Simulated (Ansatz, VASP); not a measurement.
**Ta3TiSi8 in VASP and in Ansatz**

```
CELL_PARAMETERS angstrom
-4.80703 0.00024 -0.00009
2.40371 -4.20375 0.00004
0.00047 -0.00005 8.66377
ATOMIC_POSITIONS crystal
Ti 0.99997 0.99998 0.50000
Ta 0.50000 0.99999 0.99998
Ta 0.50002 0.50003 0.24949
Ta 0.99999 0.49999 0.75055
Si 0.15349 0.30693 0.00000
Si 0.65145 0.30283 0.49999
Si 0.84651 0.69304 0.00001
Si 0.34852 0.69714 0.49999
Si 0.84774 0.18811 0.25229
Si 0.34041 0.18814 0.74770
Si 0.15231 0.81195 0.25229
Si 0.65960 0.81187 0.74771
```

Change from the starting cell: cell x1, atoms moved at random (sigma 0.15 Å) and cell strained at random (1.5 %), then relaxed without symmetry.

Alike in both runs: functional PBE; k mesh 6 × 6 × 4; occupations gaussian, width 0.2 eV; no spin polarisation.

Ansatz relaxed the structure, and its values are those at the end. VASP's run is a single point on that final structure, the one shown.

|  | VASP | Ansatz |
| --- | --- | --- |
| version | VASP 6.6.1 | Ansatz 0.2.0 |
| potentials or method | VASP PAW PBE potentials, release 64 (Ti_sv, Ta_pv, Si), cutoff 520 eV | scalar-relativistic, plane waves, PAW |
| valence electrons in the cell | 77 | 83 |

Ansatz gave:

- gap on the k mesh at the Fermi level (eV): none
- pressure (GPa): 0.0
- rms of the force components (eV/Å): 0.003

**Question.** What did VASP give for the same quantities?

**Answer.** gap on the k mesh at the Fermi level (eV): none; pressure (GPa): 0.0; rms of the force components (eV/Å): 0.004.

A gap of «none» marks a metal or a gap that the smearing closes. VASP's potentials hold 77 valence electrons a cell and Ansatz's 83, so a difference there can come from the potentials and not from the codes.

Spin-orbit coupling is off throughout.
